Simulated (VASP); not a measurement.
Write the native input for VASP 6.6.1 that does the following.

| Quantity | Value |
| --- | --- |
| Task | single point |
| Functional | LDA |
| Potentials or basis | VASP PAW LDA potentials, release 64 (C) |
| Cutoff | 520 eV |
| k mesh | 6 × 6 × 6 |
| Occupations | gaussian, width 0.05 eV |
| Spin | no spin polarisation |
| Dipole correction | no |
| Further INCAR settings | ALGO = Normal; EDIFF = 1e-06; NBANDS = 26 |

The structure of C lies in POSCAR:

```
C
1.0
    2.3935332943     -1.4835724714      3.4163626604
    0.0941106241      2.8011680077      3.2769856420
   -2.4177977950     -1.6062511758      3.3821937123
C
8
Direct
    0.1696186499      0.1470897876      0.1547512841
    0.6518155978      0.1619493607      0.6905872357
    0.2077513027      0.6417974960      0.6401511665
    0.6609000665      0.6557310296      0.2045416008
    0.8680809547      0.8195140234      0.8077702603
    0.3136208273      0.8477925101      0.2736935623
    0.8265282313      0.3018497887      0.3898440644
    0.3016843699      0.4242760038      0.8386608260
```

This cell differs from its parent crystal: atoms moved at random and the cell strained at random.

These files were run (other wordings do the same):

INCAR

```
SYSTEM = C
ALGO = Normal
EDIFF = 1E-6
ENCUT = 520
ISIF = 2
ISMEAR = 0
LASPH = .True.
LCHARG = .False.
LREAL = .False.
LWAVE = .False.
NBANDS = 26
NELM = 80
PREC = Accurate
SIGMA = 0.05
```

KPOINTS

```
k-points
0
Gamma
  6 6 6
  0 0 0
```

Potentials or basis: VASP PAW LDA potentials, release 64 (C).

Run with:

```sh
$ cat potpaw_LDA.64/C/POTCAR > POTCAR
$ mpirun -np 1 vasp_std > vasp.out
```

It gave:

```json
{
  "Pressure": "14.7 GPa",
  "Largest force": "27.918 eV/Å"
}
```

Caveat: the cell differs from its parent crystal (atoms moved at random and the cell strained at random); the cell stands under pressure; forces of over 1 eV/Å act on the atoms, so gaps and moduli don't describe the material at rest.

Run time: 61 s on 1 thread of Intel(R) Xeon(R) 6975P-C (Granite Rapids), with other jobs on the host, peak memory 0.24 GiB.
